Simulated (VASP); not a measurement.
A run of VASP 6.6.1:

The input INCAR:

```
PREC = Accurate ; ENCUT = 520
EDIFF = 1E-7 ; ISMEAR = 0
SIGMA = 0.05 ; LREAL = False
LASPH = True ; NELM = 80
ALGO = Normal ; ISIF = 2
LWAVE = False ; LCHARG = True
GGA = PS ; LELF = True
LVHAR = True ; NBANDS = 32
```

KPOINTS

```
Automatic mesh
0
Gamma
  9 9 9
```

Contents of POSCAR:

```
Sn3Se
1.0
    4.7418790000      0.0000000000      0.0000000000
    0.0000000000      4.7418790000      0.0000000000
    0.0000000000      0.0000000000      4.7418790000
Sn Se
3 1
Direct
    0.5000000000      0.5000000000      0.0000000000
    0.5000000000      0.0000000000      0.5000000000
    0.0000000000      0.5000000000      0.5000000000
    0.0000000000      0.0000000000      0.0000000000
```

Potentials or basis: VASP PAW PBE potentials, release 64 (Sn_d, Se).

Launch:

```console
$ cat potpaw_PBE.64/Sn_d/POTCAR potpaw_PBE.64/Se/POTCAR > POTCAR
$ mpirun -np 1 vasp_std > vasp.out
```

Hardware: 1 thread of AMD EPYC 7R13, on a shared host.

**Question.** Estimate the wall time of this run.

**Answer.** Wall time 3.1 min on 1 thread of AMD EPYC 7R13 (shared host), peak memory 0.23 GiB. Counts: scf iterations 14, k points 35.
